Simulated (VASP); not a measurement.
# CO2 (Pa-3) in VASP: single point with PBE+D3(BJ)

Aim: the single point of CO2 with PBE+D3(BJ).

Program: VASP 6.6.1. These are calculated values, not measurements. Logs are shortened: lines on timing, memory, paths and dates and some standing lists are left out, and cuts for length are marked.

## (1) The cell of the first run

The structure is cubic, space group Pa-3 (No. 205). The conventional cell has a = 5.630 Å, b = 5.630 Å, c = 5.630 Å, α = 90.00°, β = 90.00°, γ = 90.00°. Within 1.6 Å of C (site symmetry -3) lie 2 O at 1.17 Å. Within 1.6 Å of O (site symmetry 3) lie 1 C at 1.17 Å.

## (2) Single point, PBE+D3(BJ)

File INCAR:

```
SYSTEM = CO2
  PREC = Accurate
  ENCUT = 520
  EDIFF = 1E-6
  ISMEAR = 0
  SIGMA = 0.02
  LREAL = .False.
  LASPH = .True.
  NELM = 60
  ALGO = Normal
  ISIF = 2
  LWAVE = .False.
  LCHARG = .False.
  GGA = PE
  IVDW = 12
  NBANDS = 44
```

File KPOINTS:

```
Automatic mesh
0
Gamma
  4 4 4
  0 0 0
```

File POSCAR:

```
CO2
1.0
    5.6300000000      0.0000000000      0.0000000000
    0.0000000000      5.6300000000      0.0000000000
    0.0000000000      0.0000000000      5.6300000000
C O
4 8
Direct
    0.0000000000      0.0000000000      0.0000000000
    0.5000000000      0.0000000000      0.5000000000
    0.5000000000      0.5000000000      0.0000000000
    0.0000000000      0.5000000000      0.5000000000
    0.1198344481      0.1198344481      0.1198344481
    0.3801655519      0.8801655519      0.6198344481
    0.6198344481      0.3801655519      0.8801655519
    0.8801655519      0.6198344481      0.3801655519
    0.8801655519      0.8801655519      0.8801655519
    0.6198344481      0.1198344481      0.3801655519
    0.3801655519      0.6198344481      0.1198344481
    0.1198344481      0.3801655519      0.6198344481
```

Potentials or basis: VASP PAW PBE potentials, release 64 (C, O).

Command:

```bash
cat potpaw_PBE.64/C/POTCAR potpaw_PBE.64/O/POTCAR > POTCAR
mpirun -np 1 vasp_std > vasp.out
```

OUTCAR:

```text
SYSTEM = CO2
   PREC = Accurate
   ENCUT = 520
   EDIFF = 1E-6
   ISMEAR = 0
   LREAL = .False.
   LASPH = .True.
   NELM = 60
   ISIF = 2
   GGA = PE
   IVDW = 12
 IVDW          = 12

 ion  position               nearest neighbor table
   1  0.000  0.000  0.000-   5 1.17   9 1.17
   2  0.500  0.000  0.500-   6 1.17  10 1.17
   3  0.500  0.500  0.000-   7 1.17  11 1.17
   4  0.000  0.500  0.500-   8 1.17  12 1.17
   5  0.120  0.120  0.120-   1 1.17
   6  0.380  0.880  0.620-   2 1.17
   7  0.620  0.380  0.880-   3 1.17
   8  0.880  0.620  0.380-   4 1.17
   9  0.880  0.880  0.880-   1 1.17
  10  0.620  0.120  0.380-   2 1.17
  11  0.380  0.620  0.120-   3 1.17
  12  0.120  0.380  0.620-   4 1.17

  LATTYP: Found a simple cubic cell.
 ALAT       =     5.6300000000

  Lattice vectors:

 A1 = (   5.6300000000,   0.0000000000,   0.0000000000)
 A2 = (   0.0000000000,   5.6300000000,   0.0000000000)
 A3 = (   0.0000000000,   0.0000000000,   5.6300000000)

Analysis of symmetry for initial positions (statically):
=====================================================================
 Subroutine PRICEL returns:
 Original cell was already a primitive cell.

 Routine SETGRP: Setting up the symmetry group for a
 simple cubic supercell.

 Subroutine GETGRP returns: Found 24 space group operations
 (whereof  6 operations were pure point group operations)
 out of a pool of 48 trial point group operations.

The static configuration has the point symmetry S_6 .
 The point group associated with its full space group is T_h .

Analysis of symmetry for dynamics (positions and initial velocities):
=====================================================================
 Subroutine PRICEL returns:
 Original cell was already a primitive cell.

 Routine SETGRP: Setting up the symmetry group for a
 simple cubic supercell.

 Subroutine GETGRP returns: Found 24 space group operations
 (whereof  6 operations were pure point group operations)
 out of a pool of 48 trial point group operations.

The dynamic configuration has the point symmetry S_6 .
 The point group associated with its full space group is T_h .

 Subroutine INISYM returns: Found 24 space group operations
 (whereof  6 operations are pure point group operations),
 and found     1 'primitive' translations

----------------------------------------------------------------------------------------

                                     Primitive cell

  volume of cell :     178.4535

  direct lattice vectors                    reciprocal lattice vectors
     5.630000000  0.000000000  0.000000000     0.177619893  0.000000000  0.000000000
     0.000000000  5.630000000  0.000000000     0.000000000  0.177619893  0.000000000
     0.000000000  0.000000000  5.630000000     0.000000000  0.000000000  0.177619893

  length of vectors
     5.630000000  5.630000000  5.630000000     0.177619893  0.177619893  0.177619893

  position of ions in fractional coordinates (direct lattice)
     0.000000000  0.000000000  0.000000000
     0.500000000  0.000000000  0.500000000
     0.500000000  0.500000000  0.000000000
     0.000000000  0.500000000  0.500000000
     0.119834448  0.119834448  0.119834448
     0.380165552  0.880165552  0.619834448
     0.619834448  0.380165552  0.880165552
     0.880165552  0.619834448  0.380165552
     0.880165552  0.880165552  0.880165552
     0.619834448  0.119834448  0.380165552
     0.380165552  0.619834448  0.119834448
     0.119834448  0.380165552  0.619834448

  ion indices of the primitive-cell ions
   primitive index   ion index
                 1           1
                 2           2
                 3           3
                 4           4
                 5           5
                 6           6
                 7           7
                 8           8
                 9           9
                10          10
                11          11
                12          12

----------------------------------------------------------------------------------------

 KPOINTS: Automatic mesh

Automatic generation of k-mesh.
 Grid dimensions read from file:
 generate k-points for:    4    4    4

 Generating k-lattice:

  Cartesian coordinates                     Fractional coordinates (reciprocal lattice)
     0.044404973  0.000000000  0.000000000     0.250000000  0.000000000  0.000000000
     0.000000000  0.044404973  0.000000000     0.000000000  0.250000000  0.000000000
     0.000000000  0.000000000  0.044404973     0.000000000  0.000000000  0.250000000

  Length of vectors
     0.044404973  0.044404973  0.044404973

  Shift w.r.t. Gamma in fractional coordinates (k-lattice)
     0.000000000  0.000000000  0.000000000

 Subroutine IBZKPT returns following result:
 ===========================================

 Found     11 irreducible k-points:

 Following reciprocal coordinates:
            Coordinates               Weight
  0.000000  0.000000  0.000000      1.000000
  0.250000  0.000000  0.000000      6.000000
  0.500000  0.000000  0.000000      3.000000
  0.250000  0.250000  0.000000     12.000000
  0.500000  0.250000  0.000000      6.000000
 -0.250000  0.500000  0.000000      6.000000
  0.500000  0.500000  0.000000      3.000000
  0.250000  0.250000  0.250000      8.000000
  0.500000  0.250000  0.250000     12.000000
  0.500000  0.500000  0.250000      6.000000
  0.500000  0.500000  0.500000      1.000000
   k-points           NKPTS =     11   k-points in BZ     NKDIM =     11   number of bands    NBANDS=     44
   number of dos      NEDOS =    301   number of ions     NIONS =     12
   total plane-waves  NPLWV =  74088
   dimension x,y,z NGX =    42 NGY =   42 NGZ =   42
   dimension x,y,z NGXF=    84 NGYF=   84 NGZF=   84
   ions per type =               4   8
   NGX,Y,Z   is equivalent  to a cutoff of  12.40, 12.40, 12.40 a.u.
   NGXF,Y,Z  is equivalent  to a cutoff of  24.80, 24.80, 24.80 a.u.
 SYSTEM =  CO2
   PREC   = accura    normal or accurate (medium, high low for compatibility)
   ISTART =      0    job   : 0-new  1-cont  2-samecut
   ICHARG =      2    charge: 1-file 2-atom 10-const
   ISPIN  =      1    spin polarized calculation?
   LNONCOLLINEAR =      F non collinear calculations
   LSORBIT =      F    spin-orbit coupling
   LASPH  =      T    aspherical Exc in radial PAW
   ENCUT  =  520.0 eV  38.22 Ry    6.18 a.u.  10.47 10.47 10.47*2*pi/ulx,y,z
   NELM   =     60;   NELMIN=  2; NELMDL= -5     # of ELM steps
   EDIFF  = 0.1E-05   stopping-criterion for ELM
   LREAL  =      F    real-space projection
   EDIFFG = 0.1E-04   stopping-criterion for IOM
   NSW    =      0    number of steps for IOM
   IBRION =     -1    ionic relax: 0-MD 1-quasi-New 2-CG
   NFREE  =      0    steps in history (QN), initial steepest desc. (CG)
   ISIF   =      2    stress and relaxation
   ISYM   =      2    0-nonsym 1-usesym 2-fastsym
   POTIM  = 0.5000    time-step for ionic-motion
   TEBEG  =    0.0;   TEEND  =   0.0 temperature during run
   PSTRESS=    0.0 pullay stress
   NELECT =      64.0000    total number of electrons
   NUPDOWN=      -1.0000    fix difference up-down
   EMIN   =  10.00;   EMAX   =-10.00  energy-range for DOS
   EFERMI =   0.00;   METHOD = LEGACY
   ISMEAR =     0;   SIGMA  =   0.02  broadening in eV -4-tet -1-fermi 0-gaus
   EFERMI_NEDOS =   21; number of points for ismear=-14 and -15
   IALGO  =     38    algorithm
   IMIX   =      4    mixing-type and parameters
     AMIX     =   0.40;   BMIX     =  1.00
     AMIX_MAG =   1.60;   BMIX_MAG =  1.00
  volume/ion in A,a.u.               =      14.87       100.36
  Fermi-wavevector in a.u.,A,eV,Ry     =   1.163125  2.197988 18.406778  1.352860
  Thomas-Fermi vector in A             =   2.299678
   LORBIT       =      0    0 simple, 1 ext, 2 COOP (PROOUT), +10 PAW based schemes
   GGA     = PE    functional components
   LHFCALC =     F    Hartree Fock is set to
   AEXX    =    0.0000 exact exchange contribution
   IVDW    =    12    specifies the selected vdW correction
   LEPSILON=     F    determine dielectric tensor
   LRPA    =     F    only Hartree local field effects (RPA)
 non-spin polarized calculation
 Gauss-broadening in eV      SIGMA  =   0.02
  energy-cutoff  :      520.00
  volume of cell :      178.45
 maximum number of plane-waves:      4828
 NGX is ok and might be reduce to    42
   NGX = 21   NGY = 21   NGZ = 21

 number of electron      63.9999949 magnetization

 Free energy of the ion-electron system (eV)
  ---------------------------------------------------
  ext. energy  EPLUGINS =         0.00000000
  ---------------------------------------------------
  free energy    TOTEN  =       -92.13641452 eV

  energy without entropy =      -92.13641452  energy(sigma->0) =      -92.13641452

 E-fermi :  -3.5483     XC(G=0):  -7.8206

 val. band max:       -3.6972136368   @ k =   0.0000   0.0000   0.0000
 cond. band min:       3.0668962122   @ k =   0.0000   0.0000   0.0000
 fundamental gap:      6.7641098490
 Fermi energy:        -3.5482543344

 k-point     1 :       0.0000    0.0000    0.0000
  band No.  band energies     occupation
      1     -24.2795      2.00000
      2     -24.0786      2.00000
      3     -24.0786      2.00000
      4     -24.0786      2.00000
      5     -23.1457      2.00000
      6     -23.1457      2.00000
[... 36 lines left out ...]
     43       7.1128      0.00000
     44       7.1128      0.00000

 k-point     2 :       0.2500    0.0000    0.0000
  band No.  band energies     occupation
      1     -24.2519      2.00000
      2     -24.1100      2.00000
      3     -24.0784      2.00000
      4     -24.0784      2.00000
      5     -23.1445      2.00000
      6     -23.1443      2.00000
[... 415 lines left out ...]
 k-point    11 :       0.5000    0.5000    0.5000
  band No.  band energies     occupation
      1     -24.1283      2.00000
      2     -24.1283      2.00000
      3     -24.1283      2.00000
      4     -24.1283      2.00000
      5     -23.1342      2.00000
      6     -23.1342      2.00000
[... 36 lines left out ...]
     43       5.9379      0.00000
     44       5.9379      0.00000

------------------------ aborting loop because EDIFF is reached ----------------------------------------

 Edisp (eV)   -0.83189

 E8    (eV) :    -0.2127

  FORCE on cell =-STRESS in cart. coord.  units (eV):
  Direction    XX          YY          ZZ          XY          YZ          ZX
  --------------------------------------------------------------------------------------
  -------------------------------------------------------------------------------------
  Total       2.06245     2.06245     2.06245     0.00000     0.00000     0.00000
  in kB      18.51688    18.51688    18.51688     0.00000     0.00000     0.00000
  external pressure =       18.52 kB  Pullay stress =        0.00 kB

 VOLUME and BASIS-vectors are now :
 -----------------------------------------------------------------------------
  energy-cutoff  :      520.00
  volume of cell :      178.45
      direct lattice vectors                 reciprocal lattice vectors
     5.630000000  0.000000000  0.000000000     0.177619893  0.000000000  0.000000000
     0.000000000  5.630000000  0.000000000     0.000000000  0.177619893  0.000000000
     0.000000000  0.000000000  5.630000000     0.000000000  0.000000000  0.177619893

 POSITION                                       TOTAL-FORCE (eV/Angst)
 -----------------------------------------------------------------------------------
      0.00000      0.00000      0.00000        -0.000000      0.000000     -0.000000
      2.81500      0.00000      2.81500        -0.000000      0.000000     -0.000000
      2.81500      2.81500      0.00000        -0.000000      0.000000     -0.000000
      0.00000      2.81500      2.81500        -0.000000      0.000000     -0.000000
      0.67467      0.67467      0.67467         0.364749      0.364749      0.364749
      2.14033      4.95533      3.48967        -0.364749     -0.364749      0.364749
      3.48967      2.14033      4.95533         0.364749     -0.364749     -0.364749
      4.95533      3.48967      2.14033        -0.364749      0.364749     -0.364749
      4.95533      4.95533      4.95533        -0.364749     -0.364749     -0.364749
      3.48967      0.67467      2.14033         0.364749      0.364749     -0.364749
      2.14033      3.48967      0.67467        -0.364749      0.364749      0.364749
      0.67467      2.14033      3.48967         0.364749     -0.364749      0.364749
 -----------------------------------------------------------------------------------
    total drift:                                0.000000      0.000000     -0.000000

  FREE ENERGIE OF THE ION-ELECTRON SYSTEM (eV)
  ---------------------------------------------------
  free  energy   TOTEN  =       -92.9683020159 eV

  energy  without entropy=      -92.9683020159  energy(sigma->0) =      -92.96830202
```

It took 48 s on 1 thread of AMD EPYC 7R13 (Zen 3), shared host; peak memory 0.24 GiB.

Results:

| Property | Result |
| --- | --- |
| Free energy | -92.9683 eV |
| Pressure | 1.9 GPa |
| Largest force | 0.632 eV/Å |
| Band gap on the k mesh | 6.76 eV |
| Dispersion energy per atom | -0.069 eV |

Forces on the atoms (eV/Å):
```
C    0.000  0.000  0.000
C    0.000  0.000  0.000
C    0.000  0.000  0.000
C    0.000  0.000  0.000
O    0.365  0.365  0.365
O   -0.365 -0.365  0.365
O    0.365 -0.365 -0.365
O   -0.365  0.365 -0.365
O   -0.365 -0.365 -0.365
O    0.365  0.365 -0.365
O   -0.365  0.365  0.365
O    0.365 -0.365  0.365
```

Levels at points of the mesh, in eV from the valence-band top:
| k point | band 30 | band 31 | band 32 | band 33 | band 34 | band 35 |
| --- | --- | --- | --- | --- | --- | --- |
| (0.00, 0.00, 0.00) | -0.19 | 0.00 | 0.00 | 6.76 | 8.02 | 8.02 |
| (0.50, 0.00, 0.00) | -0.29 | -0.07 | -0.07 | 7.96 | 7.96 | 8.15 |
| (0.50, 0.50, 0.00) | -0.27 | -0.27 | -0.27 | 7.95 | 7.95 | 7.95 |
| (0.50, 0.50, 0.50) | -0.31 | -0.31 | -0.31 | 7.96 | 7.96 | 7.96 |

A k mesh can miss the band edges.
